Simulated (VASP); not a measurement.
Wanted: the native input for a VASP 6.6.1 run.

```
Task                    : single point
Functional              : PBEsol
Potentials or basis     : VASP PAW PBE potentials, release 64 (Zn, W_sv)
Cutoff                  : 400 eV
k mesh                  : 7 × 7 × 10
Occupations             : methfessel-paxton, width 0.209 eV
Spin                    : no spin polarisation
Dipole correction       : no
k mesh for the DOS      : 11 × 11 × 15
Occupations for the DOS : tetrahedron
Further INCAR settings  : ALGO = Normal; EDIFF = 1e-06; NBANDS = 49
```

Crystal: ZnW2.

```xyz
6
Lattice="5.0745 0.0000 0.0000 0.0000 5.0745 0.0000 0.0000 0.0000 3.3807" Properties=species:S:1:pos:R:3 pbc="T T T"
Zn    0.0000    0.0000    0.0000
Zn    2.5372    2.5372    1.6904
W     1.5376    1.5376    0.0000
W     0.9997    4.0748    1.6904
W     3.5369    3.5369    0.0000
W     4.0748    0.9997    1.6904
```

The input as run:

POSCAR

```
ZnW2
1.0
    5.0744980000      0.0000000000      0.0000000000
    0.0000000000      5.0744980000      0.0000000000
    0.0000000000      0.0000000000      3.3807330000
Zn W
2 4
Direct
    0.0000000000      0.0000000000      0.0000000000
    0.5000000000      0.5000000000      0.5000000000
    0.3030000000      0.3030000000      0.0000000000
    0.1970000000      0.8030000000      0.5000000000
    0.6970000000      0.6970000000      0.0000000000
    0.8030000000      0.1970000000      0.5000000000
```

INCAR.step1

```
PREC = Accurate ; ENCUT = 400
EDIFF = 1E-6 ; ISMEAR = 1
SIGMA = 0.209 ; LREAL = F
LASPH = T ; NELM = 120
ALGO = Normal ; ISIF = 2
LWAVE = F ; LCHARG = T
LMAXMIX = 4 ; GGA = PS
NBANDS = 49 ; GGA_COMPAT = F
NEDOS = 2001 ; LORBIT = 11
```

KPOINTS.step1

```
Automatic mesh
0
Gamma
  7 7 10
```

INCAR.step2

```
PREC = Accurate ; ENCUT = 400
EDIFF = 1E-6 ; ISMEAR = -5
SIGMA = 0.209 ; LREAL = F
LASPH = T ; NELM = 120
ALGO = Normal ; ISIF = 2
LWAVE = F ; LCHARG = F
LMAXMIX = 4 ; GGA = PS
LORBIT = 10 ; NBANDS = 49
NEDOS = 2001 ; ICHARG = 11
GGA_COMPAT = F
```

KPOINTS.step2

```
Automatic mesh
0
Gamma
  11 11 15
```

Potentials or basis: VASP PAW PBE potentials, release 64 (Zn, W_sv).

Launch:

```console
$ cat potpaw_PBE.64/Zn/POTCAR potpaw_PBE.64/W_sv/POTCAR > POTCAR
$ cp INCAR.step1 INCAR
$ cp KPOINTS.step1 KPOINTS
$ mpirun -np 1 vasp_std > vasp.out
$ cp INCAR.step2 INCAR
$ cp KPOINTS.step2 KPOINTS
$ mpirun -np 1 vasp_std > vasp.out
```

Results of the run:

```
Valence electrons inside the program's atomic spheres : Zn 12.17; W 12.20
```

Wall time 9.3 min on 1 thread of Intel Xeon 8259CL (shared host), peak memory 0.44 GiB.
